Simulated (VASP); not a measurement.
## V2O5: relaxation of cell and atoms with rev-vdW-DF2

The system is V2O5.

```xyz
14
Lattice="3.5640 0.0000 0.0000 0.0000 11.5120 0.0000 0.0000 0.0000 4.3680" Properties=species:S:1:pos:R:3 pbc="T T T"
V     0.0000    9.7988    0.4731
V     0.0000    1.7132    0.4731
V     1.7820    4.0428    3.8949
V     1.7820    7.4692    3.8949
O     0.0000    9.8347    2.0486
O     0.0000    1.6773    2.0486
O     1.7820    4.0787    2.3194
O     1.7820    7.4333    2.3194
O     0.0000    7.8408    4.3549
O     0.0000    3.6712    4.3549
O     1.7820    2.0848    0.0131
O     1.7820    9.4272    0.0131
O     0.0000    0.0000    4.3636
O     1.7820    5.7560    0.0044
```

```
Program                : VASP 6.6.1
Task                   : relaxation of cell and atoms
Functional             : rev-vdW-DF2
Potentials or basis    : VASP PAW PBE potentials, release 64 (V_sv, O)
Cutoff                 : 600 eV
k mesh                 : 8 × 4 × 6
Occupations            : gaussian, width 0.03 eV
Spin                   : no spin polarisation
Further INCAR settings : ALGO = Normal; EDIFF = 1e-06; IBRION = 2; EDIFFG = -0.01; NSW = 90; ISIF = 3
```

```json
{
  "Relaxed volume": "12.57 Å³/atom",
  "Relaxed cell": "a = 3.552 Å, b = 11.686 Å, c = 4.241 Å, α = 90.00°, β = 90.00°, γ = 90.00°",
  "Space group after relaxing (to 0.1 Å)": "Pmmn (No. 59)",
  "Energy gained by relaxing": "4.8 meV/atom",
  "Ionic steps": "37",
  "Pressure after relaxing": "0.0 GPa",
  "Largest force after relaxing": "0.007 eV/Å",
  "Band gap on the k mesh": "1.60 eV (least direct gap 1.92 eV)"
}
```

Forces on the atoms (eV/Å):
```
V    0.000  0.005  0.003
V    0.000 -0.005  0.003
V    0.000  0.005 -0.003
V    0.000 -0.005 -0.003
O    0.000 -0.006  0.001
O    0.000  0.006  0.001
O    0.000 -0.006 -0.001
O    0.000  0.006 -0.001
O    0.000 -0.002 -0.002
O    0.000  0.002 -0.002
O    0.000 -0.002  0.002
O    0.000  0.002  0.002
O    0.000  0.000  0.007
O    0.000  0.000 -0.007
```

Stress tensor (GPa, compression positive):
```
-0.02  0.00  0.00
 0.00 -0.04  0.00
 0.00  0.00  0.06
```

Step by step:
```tsv
step	energy change (eV)	largest force (eV/Å)	pressure (GPa)	volume (Å³)
1	0.0000	1.0974	2.88	179.21
2	0.9843	3.9997	-9.08	185.22
3	-0.0413	0.2608	0.39	180.13
4	-0.0416	0.1859	0.57	180.06
5	-0.0416	0.1699	0.62	180.04
6	-0.0474	0.0865	-0.68	181.24
7	-0.0478	0.0825	-0.42	181.00
8	-0.0514	0.0605	-0.30	180.66
9	-0.0530	0.1946	-0.04	180.01
10	-0.0533	0.1460	-0.11	180.18
11	-0.0554	0.0689	-0.04	179.86
12	-0.0559	0.0947	0.04	179.57
13	-0.0577	0.0785	-0.04	179.36
14	-0.0600	0.1251	-0.26	178.72
15	-0.0609	0.0669	-0.17	178.58
16	-0.0616	0.0760	0.04	178.27
17	-0.0616	0.0742	0.00	178.30
18	-0.0619	0.0711	0.01	178.25
19	-0.0626	0.0621	-0.02	178.12
20	-0.0636	0.0450	-0.09	177.86
21	-0.0641	0.0913	-0.22	177.33
22	-0.0645	0.0688	-0.14	177.16
23	-0.0646	0.0773	-0.04	176.94
24	-0.0650	0.0638	-0.06	176.85
25	-0.0654	0.0682	-0.11	176.66
26	-0.0658	0.0567	-0.04	176.54
27	-0.0665	0.0601	0.19	176.18
28	-0.0665	0.0748	0.27	176.05
29	-0.0669	0.0513	0.24	175.98
30	-0.0673	0.0225	0.15	175.81
31	-0.0674	0.0161	0.11	175.85
32	-0.0674	0.0269	0.07	175.91
33	-0.0675	0.0217	0.00	175.96
34	-0.0675	0.0223	-0.05	175.99
35	-0.0675	0.0208	-0.06	176.01
36	-0.0676	0.0164	-0.08	176.06
37	-0.0677	0.0073	0.00	176.02
```

Final structure:
```
V O
1.0
     3.55171    0.00000    0.00000
     0.00000   11.68626    0.00000
     0.00000    0.00000    4.24079
V O
4 10
Cartesian
  0.0000 9.9590 0.4621
  0.0000 1.7273 0.4621
  1.7759 4.1158 3.7786
  1.7759 7.5704 3.7786
  0.0000 9.9792 2.0616
  0.0000 1.7071 2.0616
  1.7759 4.1360 2.1792
  1.7759 7.5502 2.1792
  0.0000 7.9661 4.2293
  0.0000 3.7202 4.2293
  1.7759 2.1229 0.0115
  1.7759 9.5633 0.0115
  0.0000 0.0000 0.0236
  1.7759 5.8431 4.2171
```

Levels at points of the mesh, in eV from the valence-band top:
```csv
k point,band 53,band 54,band 55,band 56,band 57,band 58,band 59,band 60
"(0.00, 0.00, 0.00)",-1.09,-0.89,-0.77,-0.76,1.60,1.76,2.97,3.00
"(0.50, 0.00, 0.00)",-0.84,-0.84,-0.79,-0.79,2.05,2.05,2.77,2.77
"(0.00, 0.50, 0.00)",-0.88,-0.88,-0.79,-0.79,1.68,1.68,3.04,3.04
"(0.50, 0.50, 0.00)",-0.82,-0.82,-0.73,-0.73,2.14,2.14,2.75,2.75
"(0.00, 0.00, 0.50)",-0.80,-0.47,-0.28,-0.12,1.80,1.97,3.15,3.19
"(0.50, 0.00, 0.50)",-0.22,-0.22,0.00,0.00,2.12,2.12,2.91,2.91
"(0.00, 0.50, 0.50)",-0.62,-0.62,-0.20,-0.20,1.88,1.88,3.17,3.17
"(0.50, 0.50, 0.50)",-0.07,-0.07,-0.02,-0.02,2.18,2.18,2.86,2.86
```

Run time: 93 min on 4 MPI ranks on Intel(R) Xeon(R) 6975P-C (Granite Rapids), with other jobs on the host, peak memory 1.2 GiB a rank.

Caveat: the PAW data sets were made with another functional, which shifts forces and pressure a little. A k mesh can miss the band edges.
